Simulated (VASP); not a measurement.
Input of a VASP 6.6.1 run:

Contents of POSCAR:

```
KI
1.0
    0.0000000000      3.5591710221      3.5378454877
    3.5591710221      0.0000000000      3.5378454877
    3.5591710221      3.5591710221      0.0000000000
K I
1 1
Direct
    0.0000000000      0.0000000000      0.0000000000
    0.5000000000      0.5000000000      0.5000000000
```

The input INCAR.step1:

```
SYSTEM = KI
ALGO     = Normal         ! electronic algorithm
EDIFF    = 1E-5           ! SCF threshold, eV
ENCUT    = 520            ! plane-wave cutoff, eV
GGA      = PE             ! functional
ISIF     = 2              ! what is computed and relaxed
ISMEAR   = 0              ! smearing method
LASPH    = .TRUE.         ! aspherical terms in the spheres
LCHARG   = .FALSE.        ! write CHGCAR
LREAL    = .FALSE.        ! projectors in reciprocal space
LWAVE    = .TRUE.         ! write WAVECAR
NBANDS   = 15             ! bands
NELM     = 80             ! most SCF steps
PREC     = Accurate       ! precision mode
SIGMA    = 0.01           ! smearing width, eV
```

The input INCAR.step2:

```
SYSTEM = KI
ALGO     = Normal         ! electronic algorithm
EDIFF    = 1E-6           ! SCF threshold, eV
ENCUT    = 520            ! plane-wave cutoff, eV
GGA      = PE             ! functional
HFSCREEN = 0.2079         ! screening, 1/A
ISIF     = 2              ! what is computed and relaxed
ISMEAR   = 0              ! smearing method
ISTART   = 1            
LASPH    = .TRUE.         ! aspherical terms in the spheres
LCHARG   = .FALSE.        ! write CHGCAR
LHFCALC  = .TRUE.         ! exact exchange
LREAL    = .FALSE.        ! projectors in reciprocal space
LWAVE    = .FALSE.        ! write WAVECAR
NBANDS   = 15             ! bands
NELM     = 80             ! most SCF steps
PREC     = Accurate       ! precision mode
PRECFOCK = Normal       
SIGMA    = 0.01           ! smearing width, eV
```

File KPOINTS:

```
k-points
0
G
  4 4 4
  0 0 0
```

Potentials or basis: VASP PAW PBE potentials, release 64 (K_sv, I).

Launch:

```console
$ cat potpaw_PBE.64/K_sv/POTCAR potpaw_PBE.64/I/POTCAR > POTCAR
$ cp INCAR.step1 INCAR
$ mpirun -np 1 vasp_std > vasp.out
$ cp INCAR.step2 INCAR
$ mpirun -np 1 vasp_std > vasp.out
```

**Question.** Predict the pressure.

**Answer.** 0.2 GPa.

**Question.** Predict the band gap on the k mesh.

**Answer.** 4.91 eV.

Stress tensor (GPa, compression positive):
```
0.16 0.00 0.00
0.00 0.16 0.00
0.00 0.00 0.30
```

Caveat: the cell differs from its parent crystal (epitaxial xy strain +0.4%); the PAW data sets were made with another functional, which shifts forces and pressure a little; spin-orbit coupling is left out, which moves the levels of the heavy elements.
